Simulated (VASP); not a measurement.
# Lu2ScN3 (P6/mmm) in VASP: single point with PBE

Aim: the single point of Lu2ScN3 with PBE.

Everything below comes from runs of VASP 6.6.1. Logs are shortened: lines on timing, memory, paths and dates and some standing lists are left out, and cuts for length are marked.

**1. The cell of the first run**

Symmetry: P6/mmm, No. 191, hexagonal system. The conventional cell has a = 4.755 Å, b = 4.755 Å, c = 4.323 Å, α = 90.00°, β = 90.00°, γ = 120.00°. Within 2.9 Å of Lu (site symmetry -6m2) lie 5 N at 2.16 to 2.75 Å and 3 Lu at 2.75 Å. Sc (site symmetry 6/mmm) has 8 N at 2.16 to 2.75 Å within 2.9 Å. Within 2.9 Å of N (site symmetry -6m2) lie 2 Lu at 2.16 Å and 3 Sc at 2.75 Å and 3 N at 2.75 Å. N (site symmetry 6/mmm) has 2 Sc at 2.16 Å and 6 Lu at 2.75 Å within 2.9 Å.

The cell was generated, and may not be a known phase.

**2. Single point, PBE, collinear spin**

The input, INCAR:

```
ALGO = Normal ; EDIFF = 1E-6
ENCUT = 520 ; GGA = PE
ISIF = 2 ; ISMEAR = 0
ISPIN = 2 ; LASPH = T
LCHARG = F ; LMAXMIX = 4
LORBIT = 11 ; LREAL = F
LWAVE = F ; MAGMOM = 0 0 1 0 0 0
NBANDS = 51 ; NELM = 150
PREC = Accurate ; SIGMA = 0.1
```

The input, KPOINTS:

```
k-points
0
Gamma
  6 6 4
```

The input, POSCAR:

```
Lu2ScN3
1.0
    4.7554410136      0.0000000000      0.0000000000
   -2.3777205068      4.1183327240      0.0000000000
    0.0000000000      0.0000000000      4.3226514739
Lu Sc N
2 1 3
Direct
    0.3333333333      0.6666666667      0.0000000000
    0.6666666667      0.3333333333      0.0000000000
    0.0000000000      0.0000000000      0.5000000000
    0.3333333333      0.6666666667      0.5000000000
    0.6666666667      0.3333333333      0.5000000000
    0.0000000000      0.0000000000      0.0000000000
```

Potentials or basis: VASP PAW PBE potentials, release 64 (Lu, Sc_sv, N).

Started as:

```sh
$ cat potpaw_PBE.64/Lu/POTCAR potpaw_PBE.64/Sc_sv/POTCAR potpaw_PBE.64/N/POTCAR > POTCAR
$ mpirun -np 1 vasp_std > vasp.out
```

OUTCAR:

```text
EDIFF = 1E-6
   ENCUT = 520
   GGA = PE
   ISIF = 2
   ISMEAR = 0
   ISPIN = 2
   LASPH = T
   LORBIT = 11
   LREAL = F
   NELM = 150
   PREC = Accurate

 ion  position               nearest neighbor table
   1  0.333  0.667  0.000-   4 2.16   4 2.16   6 2.75   2 2.75   2 2.75   6 2.75   6 2.75   2 2.75
                             3 3.49   3 3.49   3 3.49   3 3.49   3 3.49   3 3.49
   2  0.667  0.333  0.000-   5 2.16   5 2.16   6 2.75   1 2.75   1 2.75   6 2.75   6 2.75   1 2.75
                             3 3.49   3 3.49   3 3.49   3 3.49   3 3.49   3 3.49
   3  0.000  0.000  0.500-   6 2.16   6 2.16   1 3.49   1 3.49   2 3.49   2 3.49   2 3.49   2 3.49
                             1 3.49   1 3.49   2 3.49   2 3.49   1 3.49   1 3.49
   4  0.333  0.667  0.500-   1 2.16   1 2.16
   5  0.667  0.333  0.500-   2 2.16   2 2.16
   6  0.000  0.000  0.000-   3 2.16   3 2.16   1 2.75   2 2.75   2 2.75   1 2.75   2 2.75   1 2.75

  LATTYP: Found a hexagonal cell.
 ALAT       =     4.7554410136
 C/A-ratio  =     0.9089906618

  Lattice vectors:

 A1 = (   4.7554410136,   0.0000000000,   0.0000000000)
 A2 = (  -2.3777205068,   4.1183327240,   0.0000000000)
 A3 = (   0.0000000000,   0.0000000000,   4.3226514739)

Analysis of symmetry for initial positions (statically):
=====================================================================
 Subroutine PRICEL returns:
 Original cell was already a primitive cell.

 Routine SETGRP: Setting up the symmetry group for a
 hexagonal supercell.

 Subroutine GETGRP returns: Found 24 space group operations
 (whereof 24 operations were pure point group operations)
 out of a pool of 24 trial point group operations.

The static configuration has the point symmetry D_6h.

Analysis of symmetry for dynamics (positions and initial velocities):
=====================================================================
 Subroutine PRICEL returns:
 Original cell was already a primitive cell.

 Routine SETGRP: Setting up the symmetry group for a
 hexagonal supercell.

 Subroutine GETGRP returns: Found 24 space group operations
 (whereof 24 operations were pure point group operations)
 out of a pool of 24 trial point group operations.

The dynamic configuration has the point symmetry D_6h.

Analysis of structural, dynamic, and magnetic symmetry:
=====================================================================
 Subroutine PRICEL returns:
 Original cell was already a primitive cell.

 Routine SETGRP: Setting up the symmetry group for a
 hexagonal supercell.

 Subroutine GETGRP returns: Found 24 space group operations
 (whereof 24 operations were pure point group operations)
 out of a pool of 24 trial point group operations.

The overall configuration has the point symmetry D_6h.

 Subroutine INISYM returns: Found 24 space group operations
 (whereof 24 operations are pure point group operations),
 and found     1 'primitive' translations

----------------------------------------------------------------------------------------

                                     Primitive cell

  volume of cell :      84.6569

  direct lattice vectors                    reciprocal lattice vectors
     4.755441014  0.000000000  0.000000000     0.210285439  0.121408355  0.000000000
    -2.377720507  4.118332724  0.000000000     0.000000000  0.242816709  0.000000000
     0.000000000  0.000000000  4.322651474     0.000000000  0.000000000  0.231339493

  length of vectors
     4.755441014  4.755441014  4.322651474     0.242816709  0.242816709  0.231339493

  position of ions in fractional coordinates (direct lattice)
     0.333333333  0.666666667  0.000000000
     0.666666667  0.333333333  0.000000000
     0.000000000  0.000000000  0.500000000
     0.333333333  0.666666667  0.500000000
     0.666666667  0.333333333  0.500000000
     0.000000000  0.000000000  0.000000000

  ion indices of the primitive-cell ions
   primitive index   ion index
                 1           1
                 2           2
                 3           3
                 4           4
                 5           5
[... 51 lines left out ...]
   k-points           NKPTS =     21   k-points in BZ     NKDIM =     21   number of bands    NBANDS=     51
   number of dos      NEDOS =    301   number of ions     NIONS =      6
   total plane-waves  NPLWV =  41472
   dimension x,y,z NGX =    36 NGY =   36 NGZ =   32
   dimension x,y,z NGXF=    72 NGYF=   72 NGZF=   64
   ions per type =               2   1   3
   NGX,Y,Z   is equivalent  to a cutoff of  12.59, 12.59, 12.31 a.u.
   NGXF,Y,Z  is equivalent  to a cutoff of  25.17, 25.17, 24.61 a.u.
 SYSTEM =  unknown system
   PREC   = accura    normal or accurate (medium, high low for compatibility)
   ISTART =      0    job   : 0-new  1-cont  2-samecut
   ICHARG =      2    charge: 1-file 2-atom 10-const
   ISPIN  =      2    spin polarized calculation?
   LNONCOLLINEAR =      F non collinear calculations
   LSORBIT =      F    spin-orbit coupling
   LASPH  =      T    aspherical Exc in radial PAW
   ENCUT  =  520.0 eV  38.22 Ry    6.18 a.u.   8.84  8.84  8.04*2*pi/ulx,y,z
   NELM   =    150;   NELMIN=  2; NELMDL= -5     # of ELM steps
   EDIFF  = 0.1E-05   stopping-criterion for ELM
   LREAL  =      F    real-space projection
   EDIFFG = 0.1E-04   stopping-criterion for IOM
   NSW    =      0    number of steps for IOM
   IBRION =     -1    ionic relax: 0-MD 1-quasi-New 2-CG
   NFREE  =      0    steps in history (QN), initial steepest desc. (CG)
   ISIF   =      2    stress and relaxation
   ISYM   =      2    0-nonsym 1-usesym 2-fastsym
   POTIM  = 0.5000    time-step for ionic-motion
   TEBEG  =    0.0;   TEEND  =   0.0 temperature during run
   PSTRESS=    0.0 pullay stress
   NELECT =      76.0000    total number of electrons
   NUPDOWN=      -1.0000    fix difference up-down
   EMIN   =  10.00;   EMAX   =-10.00  energy-range for DOS
   EFERMI =   0.00;   METHOD = LEGACY
   ISMEAR =     0;   SIGMA  =   0.10  broadening in eV -4-tet -1-fermi 0-gaus
   EFERMI_NEDOS =   21; number of points for ismear=-14 and -15
   IALGO  =     38    algorithm
   IMIX   =      4    mixing-type and parameters
     AMIX     =   0.40;   BMIX     =  1.00
     AMIX_MAG =   1.60;   BMIX_MAG =  1.00
  volume/ion in A,a.u.               =      14.11        95.22
  Fermi-wavevector in a.u.,A,eV,Ry     =   1.579278  2.984402 33.934543  2.494119
  Thomas-Fermi vector in A             =   2.679681
   LORBIT       =     11    0 simple, 1 ext, 2 COOP (PROOUT), +10 PAW based schemes
   GGA     = PE    functional components
   LHFCALC =     F    Hartree Fock is set to
   AEXX    =    0.0000 exact exchange contribution
   IVDW    =     0    specifies the selected vdW correction
   LEPSILON=     F    determine dielectric tensor
   LRPA    =     F    only Hartree local field effects (RPA)
 spin polarized calculation
 Gauss-broadening in eV      SIGMA  =   0.10
  energy-cutoff  :      520.00
  volume of cell :       84.66
 maximum number of plane-waves:      2296
 NGX is ok and might be reduce to    36
   NGX = 17   NGY = 17   NGZ = 17

 number of electron      76.0000036 magnetization      -0.0000737

 number of electron      76.0000036 magnetization       0.0000408

 Free energy of the ion-electron system (eV)
  ---------------------------------------------------
  ext. energy  EPLUGINS =         0.00000000
  ---------------------------------------------------
  free energy    TOTEN  =       -41.30703970 eV

  energy without entropy =      -41.29501380  energy(sigma->0) =      -41.30102675

 E-fermi :   4.2038     XC(G=0): -11.7934

 val. band max:        4.1952306278   @ k =   0.3333  -0.0000   0.0000
 cond. band min:       4.2285685850   @ k =   0.1667  -0.0000   0.0000
 fundamental gap:      0.0333379572
 Fermi energy:         4.2037905281

 spin component 1

 k-point     1 :       0.0000    0.0000    0.0000
  band No.  band energies     occupation
      1     -52.1354      1.00000
      2     -51.8786      1.00000
      3     -45.0996      1.00000
      4     -23.7584      1.00000
      5     -23.7183      1.00000
      6     -23.7183      1.00000
[... 1102 lines left out ...]
     49       9.4876      0.00000
     50      10.1298      0.00000
 Fermi energy:         4.2037905281

 spin component 2

 k-point     1 :       0.0000    0.0000    0.0000
  band No.  band energies     occupation
      1     -52.1354      1.00000
      2     -51.8786      1.00000
      3     -45.0997      1.00000
      4     -23.7584      1.00000
      5     -23.7184      1.00000
      6     -23.7184      1.00000
[... 1102 lines left out ...]
     49       9.4876      0.00000
     50      10.1297      0.00000
 [bands above 50 left out]

------------------------ aborting loop because EDIFF is reached ----------------------------------------

  FORCE on cell =-STRESS in cart. coord.  units (eV):
  Direction    XX          YY          ZZ          XY          YZ          ZX
  --------------------------------------------------------------------------------------
  -------------------------------------------------------------------------------------
  Total        0.3332883      0.3332883      0.7112916      0.0000000      0.0000000     -0.0000000
  in kB        6.3076591      6.3076591     13.4615731      0.0000000      0.0000000     -0.0000000
  external PRESSURE =       8.6922971 kB  Pullay stress =       0.0000000 kB

 VOLUME and BASIS-vectors are now :
 -----------------------------------------------------------------------------
  energy-cutoff  :      520.00
  volume of cell :       84.66
      direct lattice vectors                 reciprocal lattice vectors
     4.755441014  0.000000000  0.000000000     0.210285439  0.121408355  0.000000000
    -2.377720507  4.118332724  0.000000000     0.000000000  0.242816709  0.000000000
     0.000000000  0.000000000  4.322651474     0.000000000  0.000000000  0.231339493

 POSITION                                       TOTAL-FORCE (eV/Angst)
 -----------------------------------------------------------------------------------
     -0.00000      2.74556      0.00000         0.000000     -0.000000      0.000000
      2.37772      1.37278      0.00000        -0.000000      0.000000      0.000000
      0.00000      0.00000      2.16133         0.000000      0.000000      0.000000
     -0.00000      2.74556      2.16133         0.000000      0.000000      0.000000
      2.37772      1.37278      2.16133         0.000000     -0.000000      0.000000
      0.00000      0.00000      0.00000         0.000000      0.000000      0.000000
 -----------------------------------------------------------------------------------
    total drift:                                0.000000      0.000000      0.000000

  FREE ENERGIE OF THE ION-ELECTRON SYSTEM (eV)
  ---------------------------------------------------
  free  energy   TOTEN  =       -41.3070397019 eV

  energy  without entropy=      -41.2950137994  energy(sigma->0) =      -41.30102675

 total charge

# of ion       s       p       d       f       tot
--------------------------------------------------
    1        2.294   6.119   1.151  14.050  23.614
    2        2.294   6.119   1.151  14.050  23.614
    3        2.171   6.166   0.998   0.000   9.335
    4        1.296   2.289   0.000   0.000   3.585
    5        1.296   2.289   0.000   0.000   3.585
    6        1.257   2.328   0.000   0.000   3.585
--------------------------------------------------
tot         10.608  25.309   3.300  28.100  67.317

 magnetization (x)

# of ion       s       p       d       f       tot
--------------------------------------------------
    1       -0.000  -0.000  -0.000   0.000  -0.000
    2       -0.000  -0.000  -0.000   0.000  -0.000
    3       -0.000   0.000  -0.000   0.000  -0.000
    4        0.000   0.000   0.000   0.000   0.000
    5        0.000   0.000   0.000   0.000   0.000
    6        0.000   0.000   0.000   0.000   0.000
--------------------------------------------------
tot         -0.000   0.000  -0.000   0.000   0.000
```

Wall time 6.2 min (1 thread of Intel Xeon 8259CL, shared host); peak memory 0.33 GiB.

What came out:

```yaml
Free_energy: -41.3070 eV
Pressure: 0.9 GPa
Band_gap_on_the_k_mesh: zero (filled and empty bands overlap)
Net_moment: 0.00 μB per cell
Valence_electrons_inside_the_program's_atomic_spheres: Lu 23.61; Sc 9.34; N 3.58
```

Levels at points of the mesh, in eV from the Fermi level:
Spin up:
```tsv
k point	band 34	band 35	band 36	band 37	band 38	band 39	band 40	band 41	band 42	band 43
(0.00, 0.00, 0.00)	-2.54	-0.90	-0.59	0.08	0.08	0.33	1.38	1.38	1.39	1.39
(0.50, 0.00, 0.00)	-2.35	-1.14	-0.56	-0.27	-0.20	-0.20	-0.16	1.71	2.30	2.58
(0.00, 0.00, 0.50)	-3.90	-3.90	-2.97	-1.06	-1.06	-0.42	2.48	2.48	3.52	3.61
(0.50, 0.00, 0.50)	-3.51	-3.35	-2.88	-1.18	-0.77	-0.26	1.40	2.55	2.66	3.62
```
Spin down:
```csv
k point,band 34,band 35,band 36,band 37,band 38,band 39,band 40,band 41,band 42,band 43
"(0.00, 0.00, 0.00)",-2.54,-0.90,-0.59,0.08,0.08,0.33,1.38,1.38,1.39,1.39
"(0.50, 0.00, 0.00)",-2.35,-1.14,-0.56,-0.27,-0.20,-0.20,-0.16,1.71,2.30,2.58
"(0.00, 0.00, 0.50)",-3.90,-3.90,-2.97,-1.06,-1.06,-0.42,2.48,2.48,3.52,3.61
"(0.50, 0.00, 0.50)",-3.51,-3.35,-2.88,-1.18,-0.77,-0.26,1.40,2.55,2.66,3.62
```

Caveat: the k points lie up to 0.36 Å⁻¹ apart, too coarse for converged energies and pressures of a metal; spin-orbit coupling is left out, which moves the levels of the heavy elements.

The gap in the log of VASP goes by the Fermi energy; the results here count the filled bands.